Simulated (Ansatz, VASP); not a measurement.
## B in VASP and in Ansatz

The input INCAR:

```
SYSTEM = B
  ALGO = Normal
  EDIFF = 1E-6
  EDIFFG = -0.04
  ENCUT = 600
  GGA = PE
  IBRION = 2
  ISIF = 3
  ISMEAR = 0
  LASPH = .True.
  LCHARG = .False.
  LREAL = .False.
  LWAVE = .False.
  NELM = 60
  NSW = 90
  PREC = Accurate
  SIGMA = 0.1
```

File KPOINTS:

```
k-points
0
Gamma
  4 4 4
  0 0 0
```

POSCAR

```
B
1.0
    4.2798504300     -2.5656376000      0.0000000000
    4.2798504300      2.5656376000      0.0000000000
    0.0000000000      0.0000000000      4.6105439100
B
12
Direct
    0.0137277300      0.3315595500      0.4371671500
    0.3315595500      0.0137277300      0.5628328500
    0.6684404500      0.9862722700      0.0628328500
    0.9862722700      0.6684404500      0.9371671500
    0.9862722700      0.6684404500      0.5628328500
    0.6684404500      0.9862722700      0.4371671500
    0.3315595500      0.0137277300      0.9371671500
    0.0137277300      0.3315595500      0.0628328500
    0.1587246700      0.8412753300      0.4372062500
    0.8412753300      0.1587246700      0.5627937500
    0.1587246700      0.8412753300      0.0627937500
    0.8412753300      0.1587246700      0.9372062500
```

Input for Ansatz:

```yaml
crystal:
  lattice:
    - [4.27985043, -2.5656376, 0.0]
    - [4.27985043, 2.5656376, 0.0]
    - [0.0, 0.0, 4.61054391]
  atoms:
    - { symbol: B, position: [0.01372773, 0.33155955, 0.43716715] }
    - { symbol: B, position: [0.33155955, 0.01372773, 0.56283285] }
    - { symbol: B, position: [0.66844045, 0.98627227, 0.06283285] }
    - { symbol: B, position: [0.98627227, 0.66844045, 0.93716715] }
    - { symbol: B, position: [0.98627227, 0.66844045, 0.56283285] }
    - { symbol: B, position: [0.66844045, 0.98627227, 0.43716715] }
    - { symbol: B, position: [0.33155955, 0.01372773, 0.93716715] }
    - { symbol: B, position: [0.01372773, 0.33155955, 0.06283285] }
    - { symbol: B, position: [0.15872467, 0.84127533, 0.43720625] }
    - { symbol: B, position: [0.84127533, 0.15872467, 0.56279375] }
    - { symbol: B, position: [0.15872467, 0.84127533, 0.06279375] }
    - { symbol: B, position: [0.84127533, 0.15872467, 0.93720625] }
basis:
  ecutwfc: 420
kpoints:
  mp_grid: { grid: [4, 4, 4] }
hamiltonian:
  xc: pbe
scf:
  occupations: { method: gaussian, width: 0.1 }
  lower_state_search: "off"
output:
  forces: true
  stress: true
  eigenvalues: true
relax:
  adjacent_minimum: "off"
  f_tol: 0.04
  max_steps: 70
  cell: { stress_tol: 0.4 }
```

Alike in both runs: task relaxation of cell and atoms; functional PBE; k mesh 4 × 4 × 4; occupations gaussian, width 0.1 eV; no spin polarisation.

|  | VASP | Ansatz |
| --- | --- | --- |
| version | VASP 6.6.1 | Ansatz 0.2.0 |
| potentials or method | VASP PAW PBE potentials, release 64 (B), cutoff 600 eV | scalar-relativistic, plane waves, PAW |
| valence electrons in the cell | 36 | 36 |

VASP gave:

* gap on the k mesh at the Fermi level, each at its own relaxed structure (eV): none
* relaxed volume (Å³/atom): 8.53
* relaxed cell length with the largest relative difference (Å): 4.390

Task: Estimate Ansatz's values.

Result: gap on the k mesh at the Fermi level, each at its own relaxed structure (eV): none; relaxed volume (Å³/atom): 8.55; relaxed cell length with the largest relative difference (Å): 4.385.

A gap of «none» marks a metal or a gap that the smearing closes.
